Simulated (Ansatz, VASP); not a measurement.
**One calculation of ZnS, two programs**

```
CELL_PARAMETERS angstrom
3.82270 0.00000 0.00000
-1.91135 3.31056 0.00000
0.00000 0.00000 6.13549
ATOMIC_POSITIONS crystal
Zn 0.33333 0.66667 0.00000
Zn 0.66667 0.33333 0.50000
S 0.33333 0.66667 0.37480
S 0.66667 0.33333 0.87480
```

Change from the starting cell: z stretched by -2 %, ions relaxed.

Alike in both runs: task relaxation of the atoms; functional PBE; k mesh 13 × 13 × 7; occupations fermi-dirac, width 0.02 eV; no spin polarisation.

```csv
,VASP,Ansatz
version,VASP 6.6.1,Ansatz 0.2.0
potentials or method,"VASP PAW PBE potentials, release 64 (Zn, S)","plane-wave PAW, scalar-relativistic"
plane-wave cutoff (eV),520,420
valence electrons in the cell,36,36
```

|  | VASP | Ansatz | Ansatz less VASP |
| --- | --- | --- | --- |
| gap on the k mesh at the Fermi level, each at its own relaxed structure (eV) | 2.29 | 2.29 | -0.004 |

Ansatz's warnings: stress scf threshold loose.
